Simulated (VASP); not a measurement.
A run of VASP 6.6.1 is set up as follows.

Contents of INCAR:

```
ALGO     = Normal         # electronic algorithm
EDIFF    = 1E-6           # SCF threshold, eV
ENCUT    = 520            # plane-wave cutoff, eV
GGA      = PE             # functional
ISIF     = 2              # what is computed and relaxed
ISMEAR   = 0              # smearing method
LASPH    = T              # aspherical terms in the spheres
LCHARG   = T              # write CHGCAR
LELF     = T              # ELF
LREAL    = F              # projectors in reciprocal space
LVHAR    = T            
LWAVE    = F              # write WAVECAR
NBANDS   = 18             # bands
NELM     = 100            # most SCF steps
PREC     = Accurate       # precision mode
SIGMA    = 0.15           # smearing width, eV
```

Contents of KPOINTS:

```
k-points
0
Gamma
  22 22 22
```

POSCAR

```
Si2Mo
1.0
   -1.6537550485      1.6537550485      3.7236590711
    1.6537550485     -1.6537550485      3.7236590711
    1.6537550485      1.6537550485     -3.7236590711
Si Mo
2 1
Direct
    0.3350991396      0.3350991396      0.0000000000
    0.6649008604      0.6649008604      0.0000000000
    0.0000000000      0.0000000000      0.0000000000
```

Potentials or basis: VASP PAW PBE potentials, release 64 (Si, Mo_sv).

Run with:

```console
$ cat potpaw_PBE.64/Si/POTCAR potpaw_PBE.64/Mo_sv/POTCAR > POTCAR
$ mpirun -np 1 vasp_std > vasp.out
```

(1) Estimate the band gap on the k mesh.

(2) What does it give for the pressure?

(3) Estimate the largest force.

Answers

(1) zero (bands 11 and 12 overlap by 0.62 eV).

(2) 3.4 GPa.

(3) 0.022 eV/Å.

Caveat: the stress differs along the axes, from -8 to 27 GPa.
